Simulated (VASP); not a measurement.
MgO, 2 atoms in the cell. Symmetry: Fm-3m, No. 225, cubic system. Conventional cell: a = 4.217 Å, b = 4.217 Å, c = 4.217 Å, α = 90.00°, β = 90.00°, γ = 90.00°. Within 2.8 Å of Mg (site symmetry m-3m) lie 6 O at 2.11 Å. O (site symmetry m-3m) has 6 Mg at 2.11 Å within 2.8 Å. 

```yaml
Program: VASP 6.6.1
Task: single point
Functional: PBE
Potentials_or_basis: VASP PAW PBE potentials, release 64 (Mg, O)
Cutoff: 600 eV
k_mesh: 6 × 6 × 6, shifted
Occupations: gaussian, width 0.01 eV
Spin: no spin polarisation
Dipole_correction: no
Further_INCAR_settings: ALGO = Normal; EDIFF = 1e-06; NBANDS = 11; ISYM = 0
```

Potentials or basis: VASP PAW PBE potentials, release 64 (Mg, O).

Run with:

```sh
$ cat potpaw_PBE.64/Mg/POTCAR potpaw_PBE.64/O/POTCAR > POTCAR
$ mpirun -np 1 vasp_std > vasp.out
```

Hardware: 1 thread of Intel(R) Xeon(R) Platinum 8259CL CPU @ 2.50GHz (Skylake/Cascade Lake) (shared host).

How long does it take, and how much memory?

Run time: 45 s on 1 thread of Intel(R) Xeon(R) Platinum 8259CL CPU @ 2.50GHz (Skylake/Cascade Lake), with other jobs on the host, peak memory 0.23 GiB. Counts: scf iterations 12, k points 432.
